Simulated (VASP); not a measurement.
# SnPtSe3 (Pm-3m) in VASP: notebook

Runs on SnPtSe3. Level: PBE. Tasks: single point.

Program: VASP 6.6.1. These are calculated values, not measurements. Logs are shortened: lines on timing, memory, paths and dates and some standing lists are left out, and cuts for length are marked.

### Step 1. The cell of the first run

Symmetry: Pm-3m, No. 221, cubic system. The conventional cell has a = 5.026 Å, b = 5.026 Å, c = 5.026 Å, α = 90.00°, β = 90.00°, γ = 90.00°. Sn (site symmetry m-3m) has 12 Se at 3.55 Å and 8 Pt at 4.35 Å within 4.7 Å. Within 3.3 Å of Pt (site symmetry m-3m) lie 6 Se at 2.51 Å. Within 3.3 Å of Se (site symmetry 4/mmm) lie 2 Pt at 2.51 Å.

The cell was built from a structure type or drawn by symmetry, and may not be a known phase.

### Step 2. Single point, PBE

Contents of INCAR:

```
ALGO = Normal
EDIFF = 1E-6
ENCUT = 500
GGA = PE
GGA_COMPAT = F
ISIF = 2
ISMEAR = 0
LASPH = T
LCHARG = F
LREAL = F
LWAVE = F
NBANDS = 29
NELM = 120
PREC = Accurate
SIGMA = 0.1
```

Contents of KPOINTS:

```
k-points
0
Gamma
  4 4 4
```

Contents of POSCAR:

```
SnPtSe3
1.0
    5.0259739500      0.0000000000      0.0000000000
    0.0000000000      5.0259739500      0.0000000000
    0.0000000000      0.0000000000      5.0259739500
Sn Pt Se
1 1 3
Direct
    0.0000000000      0.0000000000      0.0000000000
    0.5000000000      0.5000000000      0.5000000000
    0.5000000000      0.5000000000      0.0000000000
    0.0000000000      0.5000000000      0.5000000000
    0.5000000000      0.0000000000      0.5000000000
```

Potentials or basis: VASP PAW PBE potentials, release 64 (Sn_d, Pt, Se).

Launch:

```sh
$ cat potpaw_PBE.64/Sn_d/POTCAR potpaw_PBE.64/Pt/POTCAR potpaw_PBE.64/Se/POTCAR > POTCAR
$ mpirun -np 1 vasp_std > vasp.out
```

OUTCAR:

```text
EDIFF = 1E-6
   ENCUT = 500
   GGA = PE
   ISIF = 2
   ISMEAR = 0
   LASPH = T
   LREAL = F
   NELM = 120
   PREC = Accurate

 ion  position               nearest neighbor table
   1  0.000  0.000  0.000-
   2  0.500  0.500  0.500-   3 2.51   4 2.51   5 2.51   3 2.51   5 2.51   4 2.51
   3  0.500  0.500  0.000-   2 2.51   2 2.51
   4  0.000  0.500  0.500-   2 2.51   2 2.51
   5  0.500  0.000  0.500-   2 2.51   2 2.51

  LATTYP: Found a simple cubic cell.
 ALAT       =     5.0259739500

  Lattice vectors:

 A1 = (   5.0259739500,   0.0000000000,   0.0000000000)
 A2 = (   0.0000000000,   5.0259739500,   0.0000000000)
 A3 = (   0.0000000000,   0.0000000000,   5.0259739500)

Analysis of symmetry for initial positions (statically):
=====================================================================
 Subroutine PRICEL returns:
 Original cell was already a primitive cell.

 Routine SETGRP: Setting up the symmetry group for a
 simple cubic supercell.

 Subroutine GETGRP returns: Found 48 space group operations
 (whereof 48 operations were pure point group operations)
 out of a pool of 48 trial point group operations.

The static configuration has the point symmetry O_h .

Analysis of symmetry for dynamics (positions and initial velocities):
=====================================================================
 Subroutine PRICEL returns:
 Original cell was already a primitive cell.

 Routine SETGRP: Setting up the symmetry group for a
 simple cubic supercell.

 Subroutine GETGRP returns: Found 48 space group operations
 (whereof 48 operations were pure point group operations)
 out of a pool of 48 trial point group operations.

The dynamic configuration has the point symmetry O_h .

 Subroutine INISYM returns: Found 48 space group operations
 (whereof 48 operations are pure point group operations),
 and found     1 'primitive' translations

----------------------------------------------------------------------------------------

                                     Primitive cell

  volume of cell :     126.9582

  direct lattice vectors                    reciprocal lattice vectors
     5.025973950  0.000000000  0.000000000     0.198966411  0.000000000  0.000000000
     0.000000000  5.025973950  0.000000000     0.000000000  0.198966411  0.000000000
     0.000000000  0.000000000  5.025973950     0.000000000  0.000000000  0.198966411

  length of vectors
     5.025973950  5.025973950  5.025973950     0.198966411  0.198966411  0.198966411

  position of ions in fractional coordinates (direct lattice)
     0.000000000  0.000000000  0.000000000
     0.500000000  0.500000000  0.500000000
     0.500000000  0.500000000  0.000000000
     0.000000000  0.500000000  0.500000000
     0.500000000  0.000000000  0.500000000

  ion indices of the primitive-cell ions
   primitive index   ion index
                 1           1
                 2           2
                 3           3
                 4           4
                 5           5

----------------------------------------------------------------------------------------

 KPOINTS: k-points

Automatic generation of k-mesh.
 Grid dimensions read from file:
 generate k-points for:    4    4    4

 Generating k-lattice:

  Cartesian coordinates                     Fractional coordinates (reciprocal lattice)
     0.049741603  0.000000000  0.000000000     0.250000000  0.000000000  0.000000000
     0.000000000  0.049741603  0.000000000     0.000000000  0.250000000  0.000000000
     0.000000000  0.000000000  0.049741603     0.000000000  0.000000000  0.250000000

  Length of vectors
     0.049741603  0.049741603  0.049741603

  Shift w.r.t. Gamma in fractional coordinates (k-lattice)
     0.000000000  0.000000000  0.000000000

 Subroutine IBZKPT returns following result:
 ===========================================

 Found     10 irreducible k-points:

 Following reciprocal coordinates:
            Coordinates               Weight
  0.000000  0.000000  0.000000      1.000000
  0.250000  0.000000  0.000000      6.000000
  0.500000  0.000000  0.000000      3.000000
  0.250000  0.250000  0.000000     12.000000
  0.500000  0.250000  0.000000     12.000000
  0.500000  0.500000  0.000000      3.000000
  0.250000  0.250000  0.250000      8.000000
  0.500000  0.250000  0.250000     12.000000
  0.500000  0.500000  0.250000      6.000000
  0.500000  0.500000  0.500000      1.000000
   k-points           NKPTS =     10   k-points in BZ     NKDIM =     10   number of bands    NBANDS=     29
   number of dos      NEDOS =    301   number of ions     NIONS =      5
   total plane-waves  NPLWV =  64000
   dimension x,y,z NGX =    40 NGY =   40 NGZ =   40
   dimension x,y,z NGXF=    80 NGYF=   80 NGZF=   80
   ions per type =               1   1   3
   NGX,Y,Z   is equivalent  to a cutoff of  13.23, 13.23, 13.23 a.u.
   NGXF,Y,Z  is equivalent  to a cutoff of  26.46, 26.46, 26.46 a.u.
 SYSTEM =  unknown system
   PREC   = accura    normal or accurate (medium, high low for compatibility)
   ISTART =      0    job   : 0-new  1-cont  2-samecut
   ICHARG =      2    charge: 1-file 2-atom 10-const
   ISPIN  =      1    spin polarized calculation?
   LNONCOLLINEAR =      F non collinear calculations
   LSORBIT =      F    spin-orbit coupling
   LASPH  =      T    aspherical Exc in radial PAW
   ENCUT  =  500.0 eV  36.75 Ry    6.06 a.u.   9.16  9.16  9.16*2*pi/ulx,y,z
   NELM   =    120;   NELMIN=  2; NELMDL= -5     # of ELM steps
   EDIFF  = 0.1E-05   stopping-criterion for ELM
   LREAL  =      F    real-space projection
   EDIFFG = 0.1E-04   stopping-criterion for IOM
   NSW    =      0    number of steps for IOM
   IBRION =     -1    ionic relax: 0-MD 1-quasi-New 2-CG
   NFREE  =      0    steps in history (QN), initial steepest desc. (CG)
   ISIF   =      2    stress and relaxation
   ISYM   =      2    0-nonsym 1-usesym 2-fastsym
   POTIM  = 0.5000    time-step for ionic-motion
   TEBEG  =    0.0;   TEEND  =   0.0 temperature during run
   PSTRESS=    0.0 pullay stress
   NELECT =      42.0000    total number of electrons
   NUPDOWN=      -1.0000    fix difference up-down
   EMIN   =  10.00;   EMAX   =-10.00  energy-range for DOS
   EFERMI =   0.00;   METHOD = LEGACY
   ISMEAR =     0;   SIGMA  =   0.10  broadening in eV -4-tet -1-fermi 0-gaus
   EFERMI_NEDOS =   21; number of points for ismear=-14 and -15
   IALGO  =     38    algorithm
   IMIX   =      4    mixing-type and parameters
     AMIX     =   0.40;   BMIX     =  1.00
     AMIX_MAG =   1.60;   BMIX_MAG =  1.00
  volume/ion in A,a.u.               =      25.39       171.35
  Fermi-wavevector in a.u.,A,eV,Ry     =   1.132238  2.139619 17.442161  1.281963
  Thomas-Fermi vector in A             =   2.268939
   LORBIT       =      0    0 simple, 1 ext, 2 COOP (PROOUT), +10 PAW based schemes
   GGA     = PE    functional components
   LHFCALC =     F    Hartree Fock is set to
   AEXX    =    0.0000 exact exchange contribution
   IVDW    =     0    specifies the selected vdW correction
   LEPSILON=     F    determine dielectric tensor
   LRPA    =     F    only Hartree local field effects (RPA)
 non-spin polarized calculation
 Gauss-broadening in eV      SIGMA  =   0.10
  energy-cutoff  :      500.00
  volume of cell :      126.96
 maximum number of plane-waves:      3238
 NGX is ok and might be reduce to    40
   NGX = 19   NGY = 19   NGZ = 19

 number of electron      42.0000004 magnetization

 Free energy of the ion-electron system (eV)
  ---------------------------------------------------
  ext. energy  EPLUGINS =         0.00000000
  ---------------------------------------------------
  free energy    TOTEN  =       -19.83855847 eV

  energy without entropy =      -19.79807030  energy(sigma->0) =      -19.81831439

 E-fermi :   4.3259     XC(G=0):  -9.7812

 val. band max:        4.2633615774   @ k =   0.5000   0.5000   0.0000
 cond. band min:       4.3514487074   @ k =   0.5000   0.2500   0.0000
 fundamental gap:      0.0880871300
 Fermi energy:         4.3259177525

 k-point     1 :       0.0000    0.0000    0.0000
  band No.  band energies     occupation
      1     -17.3446      2.00000
      2     -17.3446      2.00000
      3     -17.3425      2.00000
      4     -17.3425      2.00000
      5     -17.3425      2.00000
      6      -9.3530      2.00000
[... 21 lines left out ...]
     28       9.4855      0.00000
     29       9.4855      0.00000

 k-point     2 :       0.2500    0.0000    0.0000
  band No.  band energies     occupation
      1     -17.3445      2.00000
      2     -17.3438      2.00000
      3     -17.3428      2.00000
      4     -17.3428      2.00000
      5     -17.3425      2.00000
      6      -9.1466      2.00000
[... 21 lines left out ...]
     28      10.5752      0.00000
     29      10.6626      0.00000

 k-point     3 :       0.5000    0.0000    0.0000
  band No.  band energies     occupation
      1     -17.3444      2.00000
      2     -17.3431      2.00000
      3     -17.3431      2.00000
      4     -17.3430      2.00000
      5     -17.3424      2.00000
      6      -8.8677      2.00000
[... 21 lines left out ...]
     28      12.0327      0.00000
     29      12.2087      0.00000

 k-point     4 :       0.2500    0.2500    0.0000
  band No.  band energies     occupation
      1     -17.3440      2.00000
      2     -17.3433      2.00000
      3     -17.3432      2.00000
      4     -17.3428      2.00000
      5     -17.3427      2.00000
      6      -8.9378      2.00000
[... 149 lines left out ...]
     28      12.0144      0.00000
     29      12.5153      0.00000

 k-point     9 :       0.5000    0.5000    0.2500
  band No.  band energies     occupation
      1     -17.3440      2.00000
      2     -17.3435      2.00000
      3     -17.3435      2.00000
      4     -17.3427      2.00000
      5     -17.3420      2.00000
      6      -8.1309      2.00000
[... 21 lines left out ...]
     28      11.0571      0.00000
     29      11.6456      0.00000

 k-point    10 :       0.5000    0.5000    0.5000
  band No.  band energies     occupation
      1     -17.3439      2.00000
      2     -17.3439      2.00000
      3     -17.3439      2.00000
      4     -17.3419      2.00000
      5     -17.3419      2.00000
      6      -7.8760      2.00000
[... 21 lines left out ...]
     28      10.1838      0.00000
     29      10.1838      0.00000

------------------------ aborting loop because EDIFF is reached ----------------------------------------

  FORCE on cell =-STRESS in cart. coord.  units (eV):
  Direction    XX          YY          ZZ          XY          YZ          ZX
  --------------------------------------------------------------------------------------
  -------------------------------------------------------------------------------------
  Total       -0.6203717     -0.6203717     -0.6203717      0.0000000      0.0000000     -0.0000000
  in kB       -7.8289200     -7.8289200     -7.8289200      0.0000000      0.0000000     -0.0000000
  external PRESSURE =      -7.8289200 kB  Pullay stress =       0.0000000 kB

 VOLUME and BASIS-vectors are now :
 -----------------------------------------------------------------------------
  energy-cutoff  :      500.00
  volume of cell :      126.96
      direct lattice vectors                 reciprocal lattice vectors
     5.025973950  0.000000000  0.000000000     0.198966411  0.000000000  0.000000000
     0.000000000  5.025973950  0.000000000     0.000000000  0.198966411  0.000000000
     0.000000000  0.000000000  5.025973950     0.000000000  0.000000000  0.198966411

 POSITION                                       TOTAL-FORCE (eV/Angst)
 -----------------------------------------------------------------------------------
      0.00000      0.00000      0.00000         0.000000      0.000000      0.000000
      2.51299      2.51299      2.51299         0.000000      0.000000      0.000000
      2.51299      2.51299      0.00000         0.000000      0.000000      0.000000
      0.00000      2.51299      2.51299         0.000000      0.000000      0.000000
      2.51299      0.00000      2.51299         0.000000      0.000000      0.000000
 -----------------------------------------------------------------------------------
    total drift:                               -0.000000      0.000000     -0.000000

  FREE ENERGIE OF THE ION-ELECTRON SYSTEM (eV)
  ---------------------------------------------------
  free  energy   TOTEN  =       -19.8385584719 eV

  energy  without entropy=      -19.7980703037  energy(sigma->0) =      -19.81831439
```

It took 90 s on 1 thread of Intel Xeon 8259CL, shared host; peak memory 0.26 GiB.

Results:

```yaml
Free_energy: -19.8386 eV
Pressure: -0.8 GPa
Band_gap_on_the_k_mesh: zero (bands 21 and 22 overlap by 1.20 eV)
```

Caveat: spin-orbit coupling is left out, which moves the levels of the heavy elements.

### Step 3. Single point, PBE

This run uses another cell than the first one, of 25.13 Å³/atom.

Contents of INCAR:

```
SYSTEM = SnPtSe3
  PREC = Accurate
  ENCUT = 500
  EDIFF = 1E-6
  ISMEAR = 0
  SIGMA = 0.1
  LREAL = .FALSE.
  LASPH = .TRUE.
  NELM = 120
  ALGO = Normal
  ISIF = 2
  LWAVE = .FALSE.
  LCHARG = .FALSE.
  GGA = PE
  NBANDS = 29
  GGA_COMPAT = .FALSE.
```

Contents of KPOINTS:

```
Automatic mesh
0
G
  8 8 8
  0 0 0
```

Changes to POSCAR since step 2:

```diff
@@ -2,5 +2,5 @@
 1.0
-    5.0259739500      0.0000000000      0.0000000000
-    0.0000000000      5.0259739500      0.0000000000
-    0.0000000000      0.0000000000      5.0259739500
+    5.0088553254      0.0000000000      0.0000000000
+    0.0000000000      5.0088553254      0.0000000000
+    0.0000000000      0.0000000000      5.0088553254
 Sn Pt Se
```

Potentials or basis: VASP PAW PBE potentials, release 64 (Sn_d, Pt, Se).

Launch:

```sh
$ cat potpaw_PBE.64/Sn_d/POTCAR potpaw_PBE.64/Pt/POTCAR potpaw_PBE.64/Se/POTCAR > POTCAR
$ mpirun -np 1 vasp_std > vasp.out
```

Wall time 3.6 min (1 thread of Intel Xeon 8259CL, shared host); peak memory 0.32 GiB.

It converged, with:

```yaml
Free_energy: -19.6048 eV
Pressure: 0.0 GPa
Band_gap_on_the_k_mesh: zero (bands 21 and 22 overlap by 1.25 eV)
```

Levels at points of the mesh, in eV from the Fermi level:
```tsv
k point	band 17	band 18	band 19	band 20	band 21	band 22	band 23	band 24	band 25	band 26
(0.00, 0.00, 0.00)	-2.02	-0.94	-0.94	-0.94	-0.75	-0.75	-0.75	1.64	3.48	3.48
(0.50, 0.00, 0.00)	-1.50	-0.93	-0.61	-0.61	-0.56	-0.54	-0.54	1.00	2.53	2.53
(0.50, 0.50, 0.00)	-2.52	-1.34	-0.22	-0.15	-0.15	0.48	0.98	2.83	2.83	4.43
(0.50, 0.50, 0.50)	-1.36	-1.36	0.51	0.51	0.51	4.00	4.00	4.00	4.49	4.49
```

Caveat: spin-orbit coupling is left out, which moves the levels of the heavy elements.

### Step 4. Single point, PBE

This run uses another cell than the first one, of 25.13 Å³/atom.

Contents of INCAR:

```
SYSTEM = SnPtSe3
PREC = Accurate ; ENCUT = 500
EDIFF = 1E-6 ; ISMEAR = -1
SIGMA = 0.1 ; LREAL = .FALSE.
LASPH = .TRUE. ; NELM = 120
ALGO = Normal ; ISIF = 2
LWAVE = .FALSE. ; LCHARG = .FALSE.
GGA = PE ; NBANDS = 29
GGA_COMPAT = .FALSE.
```

KPOINTS is that of step 3.

POSCAR is that of step 3.

Launch:

```sh
$ cat potpaw_PBE.64/Sn_d/POTCAR potpaw_PBE.64/Pt/POTCAR potpaw_PBE.64/Se/POTCAR > POTCAR
$ mpirun -np 1 vasp_std > vasp.out
```

Run time: 3.1 min. Hardware: 1 thread of Intel Xeon 8259CL, shared host; peak memory 0.32 GiB.

Results (log left out):

```yaml
Free_energy: -19.6727 eV
Pressure: 0.2 GPa
Band_gap_on_the_k_mesh: zero (bands 21 and 22 overlap by 1.25 eV)
```

Levels at points of the mesh, in eV from the Fermi level:
```
           k point  band 18  band 19  band 20  band 21  band 22  band 23  band 24  band 25
(0.00, 0.00, 0.00)    -0.95    -0.95    -0.95    -0.75    -0.75    -0.75     1.63     3.47
(0.50, 0.00, 0.00)    -0.93    -0.62    -0.62    -0.56    -0.54    -0.54     0.99     2.52
(0.50, 0.50, 0.00)    -1.34    -0.23    -0.16    -0.16     0.47     0.96     2.82     2.82
(0.50, 0.50, 0.50)    -1.38     0.50     0.50     0.50     3.99     3.99     3.99     4.49
```

Caveat: spin-orbit coupling is left out, which moves the levels of the heavy elements.

### Step 5. The runs side by side

```csv
cell,k mesh,smearing,gap on the mesh (eV),pressure (GPa)
"a = 5.026 Å, 5 atoms",4 × 4 × 4,gaussian 0.1 eV,none,-0.8
"a = 5.009 Å, 5 atoms",8 × 8 × 8,gaussian 0.1 eV,none,0.0
"a = 5.009 Å, 5 atoms",8 × 8 × 8,fermi-dirac 0.1 eV,none,0.2
```

Alike in all rows: task single point; level PBE; potentials or basis VASP PAW PBE potentials, release 64 (Sn_d, Pt, Se); no spin polarisation; cutoff (eV) 500.

Caveats: spin-orbit coupling is left out, which moves the levels of the heavy elements.

Absolute energies hang on the potentials; compare differences alone.
